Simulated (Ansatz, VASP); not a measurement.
## Two plane-wave programs on Mg16O

File INCAR:

```
SYSTEM = Mg16O
ALGO = Normal
DIPOL = 0.5 0.5 0.330
EDIFF = 1E-7
ENCUT = 520
GGA = PE
IDIPOL = 3
ISIF = 2
ISMEAR = 0
LASPH = .TRUE.
LCHARG = .FALSE.
LDIPOL = .TRUE.
LREAL = Auto
LWAVE = .FALSE.
NBANDS = 33
NELM = 60
PREC = Accurate
SIGMA = 0.1
```

File KPOINTS:

```
k-points
0
G
  6 6 1
  0 0 0
```

File POSCAR:

```
Mg16O
1.0
    6.4201385705      0.0000000000      0.0000000000
   -3.2100692852      5.5600030979      0.0000000000
    0.0000000000      0.0000000000     24.7147783802
Mg O
16 1
Direct
    0.3333333333      0.1666666667      0.1618464847
    0.3333333333      0.6666666667      0.1618464847
    0.8333333333      0.1666666667      0.1618464847
    0.8333333333      0.6666666667      0.1618464847
    0.1666666667      0.3333333333      0.2657906286
    0.1666666667      0.8333333333      0.2657906286
    0.6666666667      0.3333333333      0.2657906286
    0.6666666667      0.8333333333      0.2657906286
    0.3333333333      0.1666666667      0.3682830748
    0.3333333333      0.6666666667      0.3682830748
    0.8333333333      0.1666666667      0.3682830748
    0.8333333333      0.6666666667      0.3682830748
    0.1666666667      0.3333333333      0.4739989249
    0.1666666667      0.8333333333      0.4739989249
    0.6666666667      0.3333333333      0.4739989249
    0.6666666667      0.8333333333      0.4739989249
    0.5000000000      0.0000000000      0.5290267296
```

Input for Ansatz:

```yaml
crystal:
  lattice:
    - [6.4201385705, 0.0, 0.0]
    - [-3.2100692852, 5.5600030979, 0.0]
    - [0.0, 0.0, 24.7147783802]
  atoms:
    - { symbol: Mg, position: [0.3333333333, 0.1666666667, 0.1618464847] }
    - { symbol: Mg, position: [0.3333333333, 0.6666666667, 0.1618464847] }
    - { symbol: Mg, position: [0.8333333333, 0.1666666667, 0.1618464847] }
    - { symbol: Mg, position: [0.8333333333, 0.6666666667, 0.1618464847] }
    - { symbol: Mg, position: [0.1666666667, 0.3333333333, 0.2657906286] }
    - { symbol: Mg, position: [0.1666666667, 0.8333333333, 0.2657906286] }
    - { symbol: Mg, position: [0.6666666667, 0.3333333333, 0.2657906286] }
    - { symbol: Mg, position: [0.6666666667, 0.8333333333, 0.2657906286] }
    - { symbol: Mg, position: [0.3333333333, 0.1666666667, 0.3682830748] }
    - { symbol: Mg, position: [0.3333333333, 0.6666666667, 0.3682830748] }
    - { symbol: Mg, position: [0.8333333333, 0.1666666667, 0.3682830748] }
    - { symbol: Mg, position: [0.8333333333, 0.6666666667, 0.3682830748] }
    - { symbol: Mg, position: [0.1666666667, 0.3333333333, 0.4739989249] }
    - { symbol: Mg, position: [0.1666666667, 0.8333333333, 0.4739989249] }
    - { symbol: Mg, position: [0.6666666667, 0.3333333333, 0.4739989249] }
    - { symbol: Mg, position: [0.6666666667, 0.8333333333, 0.4739989249] }
    - { symbol: O, position: [0.5, 0.0, 0.5290267296] }
basis:
  ecutwfc: 420
kpoints:
  mp_grid: { grid: [6, 6, 1] }
hamiltonian:
  xc: pbe
scf:
  occupations: { method: gaussian, width: 0.1 }
output:
  forces: true
  eigenvalues: true
efield:
  axis: 3
  dipole_correction: true
  ramp_width: 0.04
```

Alike in both runs: task single point; functional PBE; k mesh 6 × 6 × 1; occupations gaussian, width 0.1 eV; no spin polarisation.

|  | VASP | Ansatz |
| --- | --- | --- |
| version | VASP 6.6.1 | Ansatz 0.2.0 |
| potentials or method | VASP PAW PBE potentials, release 64 (Mg, O), cutoff 520 eV | scalar-relativistic, plane waves, PAW |
| valence electrons in the cell | 38 | 166 |

|  | VASP | Ansatz | Ansatz less VASP |
| --- | --- | --- | --- |
| gap on the k mesh at the Fermi level (eV) | none | none | - |
| rms of the force components (eV/Å) | 0.604 | 0.605 | +0.0012 |

Atom by atom the forces differ by 0.003 eV/Å (rms over components). A gap of «none» marks a metal or a gap that the smearing closes. VASP's potentials hold 38 valence electrons a cell and Ansatz's 166, so a difference there can come from the potentials and not from the codes.
